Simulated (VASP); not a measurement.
# Te (P3_121) in VASP: further runs

The runs below take Te through relaxation of the atoms, single point, with PBE, PBEsol.

Program: VASP 6.6.1. These are calculated values, not measurements. Logs are shortened: lines on timing, memory, paths and dates and some standing lists are left out, and cuts for length are marked.

## 1. The cell of the first run

The structure is trigonal, space group P3_121 (No. 152). The conventional cell has a = 4.454 Å, b = 4.454 Å, c = 5.924 Å, α = 90.00°, β = 90.00°, γ = 120.00°. Te (site symmetry 2) has 6 Te at 2.86 to 3.47 Å within 3.8 Å.

## 2. Relaxation of the atoms, PBE

The input, INCAR:

```
SYSTEM = Te
  ALGO = Normal
  EDIFF = 1E-6
  EDIFFG = -0.01
  ENCUT = 520
  GGA = PE
  IBRION = 2
  ISIF = 2
  ISMEAR = -1
  LASPH = .TRUE.
  LCHARG = .FALSE.
  LREAL = .FALSE.
  LWAVE = .FALSE.
  NELM = 100
  NSW = 60
  PREC = Accurate
  SIGMA = 0.05
```

The input, KPOINTS:

```
k-points
0
G
  6 6 4
  0 0 0
```

The input, POSCAR:

```
Te
1.0
    4.4540000000      0.0000000000      0.0000000000
   -2.2270000000      3.8572771485      0.0000000000
    0.0000000000      0.0000000000      5.9240000000
Te
3
Direct
    0.7310000000      0.7310000000      0.0000000000
    0.0000000000      0.2690000000      0.6666666667
    0.2690000000      0.0000000000      0.3333333333
```

Potentials or basis: VASP PAW PBE potentials, release 64 (Te).

The run is started by

```
> cat potpaw_PBE.64/Te/POTCAR > POTCAR
> mpirun -np 1 vasp_std > vasp.out
```

OUTCAR:

```text
SYSTEM = Te
   EDIFF = 1E-6
   EDIFFG = -0.01
   ENCUT = 520
   GGA = PE
   IBRION = 2
   ISIF = 2
   ISMEAR = -1
   LASPH = .TRUE.
   LREAL = .FALSE.
   NELM = 100
   NSW = 60
   PREC = Accurate

 ion  position               nearest neighbor table
   1  0.731  0.731  0.000-   3 2.86   2 2.86   3 3.47   2 3.47   2 3.47   3 3.47
   2  0.000  0.269  0.667-   1 2.86   3 2.86   1 3.47   1 3.47   3 3.47   3 3.47
   3  0.269  0.000  0.333-   1 2.86   2 2.86   1 3.47   1 3.47   2 3.47   2 3.47

  LATTYP: Found a hexagonal cell.
 ALAT       =     4.4540000000
 C/A-ratio  =     1.3300404131

  Lattice vectors:

 A1 = (   4.4540000000,   0.0000000000,   0.0000000000)
 A2 = (  -2.2270000000,   3.8572771485,   0.0000000000)
 A3 = (   0.0000000000,   0.0000000000,   5.9240000000)

Analysis of symmetry for initial positions (statically):
=====================================================================
 Subroutine PRICEL returns:
 Original cell was already a primitive cell.

 Routine SETGRP: Setting up the symmetry group for a
 hexagonal supercell.

 Subroutine GETGRP returns: Found  6 space group operations
 (whereof  2 operations were pure point group operations)
 out of a pool of 24 trial point group operations.

The static configuration has the point symmetry C_2 .
 The point group associated with its full space group is D_3 .

Analysis of symmetry for dynamics (positions and initial velocities):
=====================================================================
 Subroutine PRICEL returns:
 Original cell was already a primitive cell.

 Routine SETGRP: Setting up the symmetry group for a
 hexagonal supercell.

 Subroutine GETGRP returns: Found  6 space group operations
 (whereof  2 operations were pure point group operations)
 out of a pool of 24 trial point group operations.

The dynamic configuration has the point symmetry C_2 .
 The point group associated with its full space group is D_3 .

 Subroutine INISYM returns: Found  6 space group operations
 (whereof  2 operations are pure point group operations),
 and found     1 'primitive' translations

----------------------------------------------------------------------------------------

                                     Primitive cell

  volume of cell :     101.7762

  direct lattice vectors                    reciprocal lattice vectors
     4.454000000  0.000000000  0.000000000     0.224517288  0.129625117  0.000000000
    -2.227000000  3.857277149  0.000000000     0.000000000  0.259250233  0.000000000
     0.000000000  0.000000000  5.924000000     0.000000000  0.000000000  0.168804862

  length of vectors
     4.454000000  4.454000000  5.924000000     0.259250233  0.259250233  0.168804862

  position of ions in fractional coordinates (direct lattice)
     0.731000000  0.731000000  0.000000000
[... 78 lines left out ...]
   NELM   =    100;   NELMIN=  2; NELMDL= -5     # of ELM steps
   EDIFF  = 0.1E-05   stopping-criterion for ELM
   LREAL  =      F    real-space projection
   EDIFFG = -.1E-01   stopping-criterion for IOM
   NSW    =     60    number of steps for IOM
   IBRION =      2    ionic relax: 0-MD 1-quasi-New 2-CG
   NFREE  =      1    steps in history (QN), initial steepest desc. (CG)
   ISIF   =      2    stress and relaxation
   ISYM   =      2    0-nonsym 1-usesym 2-fastsym
   POTIM  = 0.5000    time-step for ionic-motion
   TEBEG  =    0.0;   TEEND  =   0.0 temperature during run
   PSTRESS=    0.0 pullay stress
   NELECT =      18.0000    total number of electrons
   NUPDOWN=      -1.0000    fix difference up-down
   EMIN   =  10.00;   EMAX   =-10.00  energy-range for DOS
   EFERMI =   0.00;   METHOD = LEGACY
   ISMEAR =    -1;   SIGMA  =   0.05  broadening in eV -4-tet -1-fermi 0-gaus
   EFERMI_NEDOS =   21; number of points for ismear=-14 and -15
   IALGO  =     38    algorithm
   IMIX   =      4    mixing-type and parameters
     AMIX     =   0.40;   BMIX     =  1.00
     AMIX_MAG =   1.60;   BMIX_MAG =  1.00
  volume/ion in A,a.u.               =      33.93       228.94
  Fermi-wavevector in a.u.,A,eV,Ry     =   0.918933  1.736531 11.489263  0.844437
  Thomas-Fermi vector in A             =   2.044070
   LORBIT       =      0    0 simple, 1 ext, 2 COOP (PROOUT), +10 PAW based schemes
   GGA     = PE    functional components
   LHFCALC =     F    Hartree Fock is set to
   AEXX    =    0.0000 exact exchange contribution
   IVDW    =     0    specifies the selected vdW correction
   LEPSILON=     F    determine dielectric tensor
   LRPA    =     F    only Hartree local field effects (RPA)
 conjugate gradient relaxation of ions
 non-spin polarized calculation
  energy-cutoff  :      520.00
  volume of cell :      101.78
 maximum number of plane-waves:      2764
 NGX is ok and might be reduce to    36
   NGX = 17   NGY = 17   NGZ = 23

--------------------------------------- Ionic step        1  -------------------------------------------

 number of electron      17.9999999 magnetization

 Free energy of the ion-electron system (eV)
  ---------------------------------------------------
  ext. energy  EPLUGINS =         0.00000000
  ---------------------------------------------------
  free energy    TOTEN  =        -9.41291692 eV

  energy without entropy =       -9.41119929  energy(sigma->0) =       -9.41205810

------------------------ aborting loop because EDIFF is reached ----------------------------------------

  FORCE on cell =-STRESS in cart. coord.  units (eV):
  Direction    XX          YY          ZZ          XY          YZ          ZX
  --------------------------------------------------------------------------------------
  -------------------------------------------------------------------------------------
  Total        0.8434042      0.8434042      1.1216663      0.0000000      0.0000000      0.0000000
  in kB       13.2770088     13.2770088     17.6574571      0.0000000      0.0000000      0.0000000
  external PRESSURE =      14.7371583 kB  Pullay stress =       0.0000000 kB
[... 61 lines left out ...]
--------------------------------------- Ionic step        3  -------------------------------------------

 number of electron      17.9999998 magnetization

 Free energy of the ion-electron system (eV)
  ---------------------------------------------------
  ext. energy  EPLUGINS =         0.00000000
  ---------------------------------------------------
  free energy    TOTEN  =        -9.41843210 eV

  energy without entropy =       -9.41666958  energy(sigma->0) =       -9.41755084

 E-fermi :   6.0801     XC(G=0):  -9.0799

 val. band max:        5.9732818991   @ k =   0.3333   0.3333   0.5000
 cond. band min:       6.1469183001   @ k =   0.3333   0.3333   0.5000
 fundamental gap:      0.1736364010
 Fermi energy:         6.0800850743

 k-point     1 :       0.0000    0.0000    0.0000
  band No.  band energies     occupation
      1      -7.6075      2.00000
      2      -4.3415      2.00000
      3      -4.3415      2.00000
      4       2.9405      2.00000
      5       3.2638      2.00000
      6       3.2638      2.00000
      7       4.2615      2.00000
      8       4.2615      2.00000
      9       5.0142      2.00000
     10       6.9527      0.00000
     11       6.9527      0.00000
     12       7.5161      0.00000
     13      10.9524      0.00000
[... 396 lines left out ...]
  FREE ENERGIE OF THE ION-ELECTRON SYSTEM (eV)
  ---------------------------------------------------
  free  energy   TOTEN  =        -9.4184320965 eV

  energy  without entropy=       -9.4166695779  energy(sigma->0) =       -9.41755084

 reached required accuracy - stopping structural energy minimisation
```

OSZICAR:

```text
N       E                     dE             d eps       ncg     rms          rms(c)
DAV:   1     0.828320039649E+02    0.82832E+02   -0.67121E+03   624   0.112E+03
DAV:   2    -0.369804149505E+01   -0.86530E+02   -0.82841E+02   815   0.159E+02
DAV:   3    -0.931886828290E+01   -0.56208E+01   -0.55783E+01   754   0.469E+01
[... 19 lines left out ...]
DAV:   2    -0.941843701938E+01   -0.13574E-02   -0.15339E-02   719   0.829E-01    0.101E-01
DAV:   3    -0.941843727324E+01   -0.25386E-06   -0.17628E-04   679   0.111E-01    0.616E-02
DAV:   4    -0.941843307063E+01    0.42026E-05   -0.23936E-05   707   0.330E-02    0.184E-02
DAV:   5    -0.941843200132E+01    0.10693E-05   -0.13367E-06   387   0.880E-03    0.462E-03
DAV:   6    -0.941843209655E+01   -0.95229E-07   -0.39861E-07   312   0.486E-03
   3 F= -.94184321E+01 E0= -.94175508E+01  d E =-.551518E-02
```

Run time: 50 s. Hardware: 1 thread of Intel Xeon Platinum 8124M at 3.00GHz (Skylake/Cascade Lake), shared host; peak memory 0.24 GiB.

What came out:

```yaml
Free_energy: -9.4184 eV
Energy_gained_by_relaxing: 1.8 meV/atom
Ionic_steps: 3
Pressure_after_relaxing: 0.9 GPa
Largest_force_after_relaxing: 0.009 eV/Å
Band_gap_on_the_k_mesh: 0.17 eV
```

Forces on the atoms (eV/Å):
```
Te  -0.004 -0.008  0.000
Te  -0.004  0.008  0.000
Te   0.009  0.000  0.000
```

Step by step:
| step | energy change (eV) | largest force (eV/Å) | pressure (GPa) |
| --- | --- | --- | --- |
| 1 | 0.0000 | 0.1513 | 1.47 |
| 2 | -0.0028 | 0.1050 | 1.29 |
| 3 | -0.0055 | 0.0087 | 0.91 |

Final structure:
```cif
data_structure
_symmetry_space_group_name_H-M 'P 1'
_symmetry_Int_Tables_number 1
_cell_length_a 4.4540
_cell_length_b 4.4540
_cell_length_c 5.9240
_cell_angle_alpha 90.000
_cell_angle_beta 90.000
_cell_angle_gamma 120.000
_cell_volume 101.78
loop_
_atom_site_label
_atom_site_type_symbol
_atom_site_fract_x
_atom_site_fract_y
_atom_site_fract_z
_atom_site_occupancy
Te1 Te 0.72564 0.72564 0.00000 1
Te2 Te 0.00000 0.27436 0.66667 1
Te3 Te 0.27436 0.00000 0.33333 1
```

Caveat: semilocal functionals underestimate gaps, and a narrow one can read as zero; spin-orbit coupling is left out, which moves the levels of the heavy elements.

[end of part 1 of 2]
